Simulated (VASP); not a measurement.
Wanted: the native input for a VASP 6.6.1 run.

```yaml
Task: relaxation of the atoms
Functional: PBE
Potentials_or_basis: VASP PAW PBE potentials, release 64 (Al, O)
Cutoff: 520 eV
k_mesh: 5 × 4 × 1
Occupations: gaussian, width 0.1 eV
Spin: no spin polarisation
Dipole_correction: yes
Atoms_held_fixed_from_0: "[0, 1, 2, 3, 4, 5, 6, 7, 8, 9, 10, 11, 12, 13, 14, 15]"
Further_INCAR_settings: LREAL = Auto; ALGO = Fast; EDIFF = 1e-07; IBRION = 2; EDIFFG = -0.025; NSW = 36
Atoms_held_along_some_axes_from_0: atom 16 along a and b
```

The structure of Al16O lies in POSCAR:

```
Al16O
1.0
    5.7135165838      0.0000000000      0.0000000000
    0.0000000000      8.0801326417      0.0000000000
    0.0000000000      0.0000000000     19.7432787023
Al O
16 1
Selective dynamics
Direct
    0.2500000000      0.2500000000      0.2026005944  F F F
    0.2500000000      0.7500000000      0.2026005944  F F F
    0.7500000000      0.2500000000      0.2026005944  F F F
    0.7500000000      0.7500000000      0.2026005944  F F F
    0.0000000000      0.0000000000      0.2749482104  F F F
    0.0000000000      0.5000000000      0.2749482104  F F F
    0.5000000000      0.0000000000      0.2749482104  F F F
    0.5000000000      0.5000000000      0.2749482104  F F F
    0.2500000000      0.2500000000      0.3495466405  F F F
    0.2500000000      0.7500000000      0.3495466405  F F F
    0.7500000000      0.2500000000      0.3495466405  F F F
    0.7500000000      0.7500000000      0.3495466405  F F F
    0.0000000000      0.0000000000      0.4175232912  F F F
    0.0000000000      0.5000000000      0.4175232912  F F F
    0.5000000000      0.0000000000      0.4175232912  F F F
    0.5000000000      0.5000000000      0.4175232912  F F F
    0.2500000000      0.0000000000      0.4656038392  F F T
```

These files were run (other wordings do the same):

INCAR

```
SYSTEM = Al16O
  PREC = Accurate
  ENCUT = 520
  EDIFF = 1E-7
  ISMEAR = 0
  SIGMA = 0.1
  LREAL = Auto
  LASPH = .True.
  NELM = 60
  ALGO = Fast
  ISIF = 2
  LWAVE = .False.
  LCHARG = .False.
  LDIPOL = .True.
  IDIPOL = 3
  DIPOL = 0.5 0.5 0.320
  GGA = PE
  IBRION = 2
  NSW = 36
  EDIFFG = -0.025
  KPAR = 4
```

KPOINTS

```
Automatic mesh
0
Gamma
  5 4 1
  0 0 0
```

Potentials or basis: VASP PAW PBE potentials, release 64 (Al, O).

Run with:

```sh
$ cat potpaw_PBE.64/Al/POTCAR potpaw_PBE.64/O/POTCAR > POTCAR
$ mpirun -np 4 vasp_std > vasp.out
```

Results of the run:

```
Energy gained by relaxing : 2.0 meV/atom
Ionic steps               : 3
Band gap on the k mesh    : zero (bands 27 and 28 overlap by 0.65 eV)
```

Run time: 12 min on 4 MPI ranks on Oxide Virtual Turin-like Processor (shared host), peak memory 0.93 GiB a rank.
